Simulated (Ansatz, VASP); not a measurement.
# One calculation of Zn4SO3, two programs

```xyz
8
Lattice="3.4588 0.0000 0.0000 0.0000 3.4588 0.0000 0.0000 0.0000 9.3507" Properties=species:S:1:pos:R:3 pbc="T T T"
Zn    1.7294    0.0000    6.1792
Zn    0.0000    1.7294    8.3066
Zn    1.7294    0.0000    1.0441
Zn    0.0000    1.7294    3.1715
S     1.7294    1.7294    4.6753
O     0.0000    0.0000    7.2575
O     1.7294    1.7294    0.0000
O     0.0000    0.0000    2.0932
```

Alike in both runs: functional PBE; k mesh 10 × 10 × 4; occupations gaussian, width 0.01 eV; no spin polarisation.

Ansatz relaxed the structure, and its values are those at the end. VASP's run is a single point on that final structure, the one shown.

|  | VASP | Ansatz |
| --- | --- | --- |
| version | VASP 6.6.1 | Ansatz 0.2.0 |
| potentials or method | VASP PAW PBE potentials, release 64 (Zn, S, O), cutoff 520 eV | scalar-relativistic, plane waves, PAW |
| valence electrons in the cell | 72 | 72 |

Ansatz gave:

```
gap on the k mesh at the Fermi level (eV) : 0.13
least direct gap on the mesh (eV)         : 0.25
pressure (GPa)                            : 0.0
rms of the force components (eV/Å)        : 0.003
```

Estimate VASP's values.

gap on the k mesh at the Fermi level (eV): 0.12; least direct gap on the mesh (eV): 0.25; pressure (GPa): 0.5; rms of the force components (eV/Å): 0.012.
